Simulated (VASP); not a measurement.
# CuI (Cmcm) in VASP: single point with LDA

Aim: the single point of CuI with LDA.

All numbers are computed with VASP 6.6.1; they aren't measurements. Logs are shortened: lines on timing, memory, paths and dates and some standing lists are left out, and cuts for length are marked.

**1. The cell of the first run**

The structure is orthorhombic, space group Cmcm (No. 63). Conventional cell: a = 7.466 Å, b = 7.422 Å, c = 4.307 Å, α = 90.00°, β = 90.00°, γ = 90.00°. Within 3.2 Å of Cu (site symmetry m2m) lie 2 Cu at 2.46 Å and 3 I at 2.58 to 2.59 Å. Within 3.4 Å of I (site symmetry m2m) lie 3 Cu at 2.58 to 2.59 Å.

**2. Single point, LDA**

Input file INCAR:

```
SYSTEM = CuI
ALGO = Normal
EDIFF = 1E-7
ENCUT = 520
ISIF = 2
ISMEAR = 0
LASPH = .TRUE.
LCHARG = .FALSE.
LREAL = .FALSE.
LWAVE = .FALSE.
NBANDS = 26
NELM = 80
PREC = Accurate
SIGMA = 0.05
```

Input file KPOINTS:

```
k-points
0
G
  8 8 10
  0 0 0
```

Input file POSCAR:

```
CuI
1.0
    3.7331675900     -3.7110863700      0.0000000000
    3.7331675900      3.7110863700      0.0000000000
    0.0000000000      0.0000000000      4.3069976700
Cu I
2 2
Direct
    0.4204388300      0.5795611700      0.7500000000
    0.5795611700      0.4204388300      0.2500000000
    0.7700426800      0.2299573200      0.7500000000
    0.2299573200      0.7700426800      0.2500000000
```

Potentials or basis: VASP PAW LDA potentials, release 64 (Cu, I).

The run is started by

```sh
cat potpaw_LDA.64/Cu/POTCAR potpaw_LDA.64/I/POTCAR > POTCAR
mpirun -np 1 vasp_std > vasp.out
```

OUTCAR:

```text
SYSTEM = CuI
   EDIFF = 1E-7
   ENCUT = 520
   ISIF = 2
   ISMEAR = 0
   LASPH = .TRUE.
   LREAL = .FALSE.
   NELM = 80
   PREC = Accurate

 ion  position               nearest neighbor table
   1  0.420  0.580  0.750-   2 2.46   2 2.46   4 2.58   4 2.58   3 2.59
   2  0.580  0.420  0.250-   1 2.46   1 2.46   3 2.58   3 2.58   4 2.59
   3  0.770  0.230  0.750-   2 2.58   2 2.58   1 2.59
   4  0.230  0.770  0.250-   1 2.58   1 2.58   2 2.59

  LATTYP: Found a base centered orthorhombic cell.
 ALAT       =     7.4221727400
 B/A-ratio  =     1.0059500690
 C/A-ratio  =     0.5802879859

  Lattice vectors:

 A1 = (  -3.7331675900,  -3.7110863700,   0.0000000000)
 A2 = (   3.7331675900,  -3.7110863700,   0.0000000000)
 A3 = (   0.0000000000,   0.0000000000,   4.3069976700)

Analysis of symmetry for initial positions (statically):
=====================================================================
 Subroutine PRICEL returns:
 Original cell was already a primitive cell.

 Routine SETGRP: Setting up the symmetry group for a
 base centered orthorhombic supercell.

 Subroutine GETGRP returns: Found  8 space group operations
 (whereof  4 operations were pure point group operations)
 out of a pool of  8 trial point group operations.

The static configuration has the point symmetry C_2h.
 The point group associated with its full space group is D_2h.

Analysis of symmetry for dynamics (positions and initial velocities):
=====================================================================
 Subroutine PRICEL returns:
 Original cell was already a primitive cell.

 Routine SETGRP: Setting up the symmetry group for a
 base centered orthorhombic supercell.

 Subroutine GETGRP returns: Found  8 space group operations
 (whereof  4 operations were pure point group operations)
 out of a pool of  8 trial point group operations.

The dynamic configuration has the point symmetry C_2h.
 The point group associated with its full space group is D_2h.

 Subroutine INISYM returns: Found  8 space group operations
 (whereof  4 operations are pure point group operations),
 and found     1 'primitive' translations

----------------------------------------------------------------------------------------

                                     Primitive cell

  volume of cell :     119.3392

  direct lattice vectors                    reciprocal lattice vectors
     3.733167590 -3.711086370  0.000000000     0.133934518 -0.134731437  0.000000000
     3.733167590  3.711086370  0.000000000     0.133934518  0.134731437  0.000000000
     0.000000000  0.000000000  4.306997670     0.000000000  0.000000000  0.232180297

  length of vectors
     5.263905613  5.263905613  4.306997670     0.189976354  0.189976354  0.232180297

  position of ions in fractional coordinates (direct lattice)
     0.420438830  0.579561170  0.750000000
     0.579561170  0.420438830  0.250000000
     0.770042680  0.229957320  0.750000000
     0.229957320  0.770042680  0.250000000

  ion indices of the primitive-cell ions
   primitive index   ion index
                 1           1
                 2           2
                 3           3
                 4           4

----------------------------------------------------------------------------------------

 KPOINTS: k-points

Automatic generation of k-mesh.
 Grid dimensions read from file:
 generate k-points for:    8    8   10

 Generating k-lattice:

  Cartesian coordinates                     Fractional coordinates (reciprocal lattice)
     0.016741815 -0.016841430  0.000000000     0.125000000  0.000000000  0.000000000
     0.016741815  0.016841430  0.000000000     0.000000000  0.125000000  0.000000000
     0.000000000  0.000000000  0.023218030     0.000000000  0.000000000  0.100000000

  Length of vectors
     0.023747044  0.023747044  0.023218030

  Shift w.r.t. Gamma in fractional coordinates (k-lattice)
     0.000000000  0.000000000  0.000000000

 Subroutine IBZKPT returns following result:
 ===========================================

 Found    126 irreducible k-points:

 Following reciprocal coordinates:
            Coordinates               Weight
  0.000000  0.000000  0.000000      1.000000
  0.125000  0.000000  0.000000      4.000000
  0.250000  0.000000  0.000000      4.000000
  0.375000  0.000000  0.000000      4.000000
  0.500000  0.000000  0.000000      2.000000
  0.125000  0.125000  0.000000      2.000000
[... 16 lines left out ...]
  0.125000  0.000000  0.100000      8.000000
  0.250000  0.000000  0.100000      8.000000
 [... further k-points ...]
   k-points           NKPTS =    126   k-points in BZ     NKDIM =    126   number of bands    NBANDS=     26
   number of dos      NEDOS =    301   number of ions     NIONS =      4
   total plane-waves  NPLWV =  51200
   dimension x,y,z NGX =    40 NGY =   40 NGZ =   32
   dimension x,y,z NGXF=    80 NGYF=   80 NGZF=   64
   ions per type =               2   2
   NGX,Y,Z   is equivalent  to a cutoff of  12.63, 12.63, 12.35 a.u.
   NGXF,Y,Z  is equivalent  to a cutoff of  25.27, 25.27, 24.70 a.u.
 SYSTEM =  CuI
   PREC   = accura    normal or accurate (medium, high low for compatibility)
   ISTART =      0    job   : 0-new  1-cont  2-samecut
   ICHARG =      2    charge: 1-file 2-atom 10-const
   ISPIN  =      1    spin polarized calculation?
   LNONCOLLINEAR =      F non collinear calculations
   LSORBIT =      F    spin-orbit coupling
   LASPH  =      T    aspherical Exc in radial PAW
   ENCUT  =  520.0 eV  38.22 Ry    6.18 a.u.   9.79  9.79  8.01*2*pi/ulx,y,z
   NELM   =     80;   NELMIN=  2; NELMDL= -5     # of ELM steps
   EDIFF  = 0.1E-06   stopping-criterion for ELM
   LREAL  =      F    real-space projection
   EDIFFG = 0.1E-05   stopping-criterion for IOM
   NSW    =      0    number of steps for IOM
   IBRION =     -1    ionic relax: 0-MD 1-quasi-New 2-CG
   NFREE  =      0    steps in history (QN), initial steepest desc. (CG)
   ISIF   =      2    stress and relaxation
   ISYM   =      2    0-nonsym 1-usesym 2-fastsym
   POTIM  = 0.5000    time-step for ionic-motion
   TEBEG  =    0.0;   TEEND  =   0.0 temperature during run
   PSTRESS=    0.0 pullay stress
   NELECT =      36.0000    total number of electrons
   NUPDOWN=      -1.0000    fix difference up-down
   EMIN   =  10.00;   EMAX   =-10.00  energy-range for DOS
   EFERMI =   0.00;   METHOD = LEGACY
   ISMEAR =     0;   SIGMA  =   0.05  broadening in eV -4-tet -1-fermi 0-gaus
   EFERMI_NEDOS =   21; number of points for ismear=-14 and -15
   IALGO  =     38    algorithm
   IMIX   =      4    mixing-type and parameters
     AMIX     =   0.40;   BMIX     =  1.00
     AMIX_MAG =   1.60;   BMIX_MAG =  1.00
  volume/ion in A,a.u.               =      29.83       201.34
  Fermi-wavevector in a.u.,A,eV,Ry     =   1.097947  2.074818 16.401647  1.205487
  Thomas-Fermi vector in A             =   2.234316
   LORBIT       =      0    0 simple, 1 ext, 2 COOP (PROOUT), +10 PAW based schemes
   GGA     = CA    functional components
   LHFCALC =     F    Hartree Fock is set to
   AEXX    =    0.0000 exact exchange contribution
   IVDW    =     0    specifies the selected vdW correction
   LEPSILON=     F    determine dielectric tensor
   LRPA    =     F    only Hartree local field effects (RPA)
 non-spin polarized calculation
 Gauss-broadening in eV      SIGMA  =   0.05
  energy-cutoff  :      520.00
  volume of cell :      119.34
 maximum number of plane-waves:      3240
   NGX = 19   NGY = 19   NGZ = 17

 number of electron      35.9999983 magnetization

 Free energy of the ion-electron system (eV)
  ---------------------------------------------------
  ext. energy  EPLUGINS =         0.00000000
  ---------------------------------------------------
  free energy    TOTEN  =       -13.50931335 eV

  energy without entropy =      -13.50931335  energy(sigma->0) =      -13.50931335

 E-fermi :   3.7941     XC(G=0):  -8.9757

 val. band max:        3.5881251743   @ k =   0.0000   0.0000   0.0000
 cond. band min:       4.4855142748   @ k =   0.0000   0.0000   0.0000
 fundamental gap:      0.8973891005
 Fermi energy:         3.7940690913

 k-point     1 :       0.0000    0.0000    0.0000
  band No.  band energies     occupation
      1     -10.2452      2.00000
      2      -9.5008      2.00000
      3      -1.9557      2.00000
      4      -0.6416      2.00000
      5      -0.4256      2.00000
      6      -0.3214      2.00000
[... 18 lines left out ...]
     25      11.7374      0.00000
     26      11.9933      0.00000

 k-point     2 :       0.1250    0.0000    0.0000
  band No.  band energies     occupation
      1     -10.2177      2.00000
      2      -9.5285      2.00000
      3      -1.9273      2.00000
      4      -0.7078      2.00000
      5      -0.4809      2.00000
      6      -0.2939      2.00000
[... 18 lines left out ...]
     25      11.6617      0.00000
     26      11.7408      0.00000

 k-point     3 :       0.2500    0.0000    0.0000
  band No.  band energies     occupation
      1     -10.1392      2.00000
      2      -9.6074      2.00000
      3      -1.8403      2.00000
      4      -0.8887      2.00000
      5      -0.5585      2.00000
      6      -0.2106      2.00000
[... 18 lines left out ...]
     25      11.3658      0.00000
     26      11.6219      0.00000

 k-point     4 :       0.3750    0.0000    0.0000
  band No.  band energies     occupation
      1     -10.0228      2.00000
      2      -9.7244      2.00000
      3      -1.6966      2.00000
      4      -1.1321      2.00000
      5      -0.6111      2.00000
      6      -0.0768      2.00000
[... 18 lines left out ...]
     25      10.8719      0.00000
     26      10.9252      0.00000

 k-point     5 :       0.5000    0.0000    0.0000
  band No.  band energies     occupation
      1      -9.9194      2.00000
      2      -9.8281      2.00000
      3      -1.5729      2.00000
      4      -1.2987      2.00000
      5      -0.6293      2.00000
      6       0.0071      2.00000
[... 18 lines left out ...]
     25      10.6442      0.00000
     26      10.6635      0.00000

 k-point     6 :       0.1250    0.1250    0.0000
  band No.  band energies     occupation
      1     -10.2022      2.00000
      2      -9.5385      2.00000
      3      -2.0366      2.00000
      4      -0.6398      2.00000
      5      -0.4531      2.00000
      6      -0.2158      2.00000
[... 427 lines left out ...]
 k-point    21 :       0.5000    0.5000    0.0000
  band No.  band energies     occupation
      1      -9.9311      2.00000
      2      -9.7451      2.00000
      3      -2.4630      2.00000
      4      -0.7543      2.00000
      5      -0.6096      2.00000
      6      -0.6032      2.00000
[... 18 lines left out ...]
     25      10.6513      0.00000
     26      10.7782      0.00000

 k-point    22 :       0.0000    0.0000    0.1000
  band No.  band energies     occupation
      1     -10.2110      2.00000
      2      -9.4986      2.00000
      3      -1.9120      2.00000
      4      -0.6312      2.00000
      5      -0.5228      2.00000
      6      -0.3402      2.00000
[... 18 lines left out ...]
     25      10.7606      0.00000
     26      11.4316      0.00000

 k-point    23 :       0.1250    0.0000    0.1000
  band No.  band energies     occupation
      1     -10.1843      2.00000
      2      -9.5247      2.00000
      3      -1.8939      2.00000
      4      -0.7396      2.00000
      5      -0.5304      2.00000
      6      -0.3105      2.00000
[... 18 lines left out ...]
     25      10.8759      0.00000
     26      11.3980      0.00000

 k-point    24 :       0.2500    0.0000    0.1000
  band No.  band energies     occupation
      1     -10.1083      2.00000
      2      -9.5993      2.00000
      3      -1.8367      2.00000
      4      -0.9480      2.00000
      5      -0.5483      2.00000
      6      -0.2338      2.00000
[... 18 lines left out ...]
     25      10.7839      0.00000
     26      11.2053      0.00000

 [... further k-points ...]

------------------------ aborting loop because EDIFF is reached ----------------------------------------

  FORCE on cell =-STRESS in cart. coord.  units (eV):
  Direction    XX          YY          ZZ          XY          YZ          ZX
  --------------------------------------------------------------------------------------
  -------------------------------------------------------------------------------------
  Total       -0.8922537     -2.6237717     -3.1062911      0.0000000     -0.0000000      0.0000000
  in kB      -11.9788670    -35.2251980    -41.7032167      0.0000000     -0.0000000      0.0000000
  external PRESSURE =     -29.6357606 kB  Pullay stress =       0.0000000 kB

 VOLUME and BASIS-vectors are now :
 -----------------------------------------------------------------------------
  energy-cutoff  :      520.00
  volume of cell :      119.34
      direct lattice vectors                 reciprocal lattice vectors
     3.733167590 -3.711086370  0.000000000     0.133934518 -0.134731437  0.000000000
     3.733167590  3.711086370  0.000000000     0.133934518  0.134731437  0.000000000
     0.000000000  0.000000000  4.306997670     0.000000000  0.000000000  0.232180297

 POSITION                                       TOTAL-FORCE (eV/Angst)
 -----------------------------------------------------------------------------------
      3.73317      0.59052      3.23025         0.000000     -0.026323     -0.000000
      3.73317     -0.59052      1.07675         0.000000      0.026323     -0.000000
      3.73317     -2.00430      3.23025         0.000000      0.377903      0.000000
      3.73317      2.00430      1.07675         0.000000     -0.377903     -0.000000
 -----------------------------------------------------------------------------------
    total drift:                                0.000000     -0.000000      0.000000

  FREE ENERGIE OF THE ION-ELECTRON SYSTEM (eV)
  ---------------------------------------------------
  free  energy   TOTEN  =       -13.5093133538 eV

  energy  without entropy=      -13.5093133538  energy(sigma->0) =      -13.50931335
```

Run time: 9.5 min. Hardware: 1 thread of Oxide Virtual Turin-like, shared host; peak memory 0.4 GiB.

What came out:

| Item | Value |
| --- | --- |
| Free energy | -13.5093 eV |
| Pressure | -3.0 GPa |
| Largest force | 0.378 eV/Å |
| Band gap on the k mesh | 0.90 eV, direct |

Forces on the atoms (eV/Å):
```
Cu   0.000 -0.026  0.000
Cu   0.000  0.026  0.000
I    0.000  0.378  0.000
I    0.000 -0.378  0.000
```

Levels at points of the mesh, in eV from the valence-band top:
```tsv
k point	band 15	band 16	band 17	band 18	band 19	band 20	band 21	band 22
(0.00, 0.00, 0.00)	-1.82	-1.51	-0.93	0.00	0.90	1.65	2.37	4.60
(0.50, 0.00, 0.00)	-1.84	-1.39	-1.38	-0.40	2.64	2.84	3.43	3.98
(0.50, 0.50, 0.00)	-1.84	-1.03	-0.76	-0.21	1.57	2.66	4.24	4.90
(0.00, 0.00, 0.50)	-1.87	-1.87	-1.58	-1.58	3.62	3.62	3.73	3.73
(0.50, 0.00, 0.50)	-1.88	-1.88	-1.36	-1.36	2.10	2.10	3.41	3.41
(0.50, 0.50, 0.50)	-1.85	-1.85	-1.64	-1.64	3.96	3.96	4.49	4.49
```

Caveat: spin-orbit coupling is left out, which moves the levels of the heavy elements.
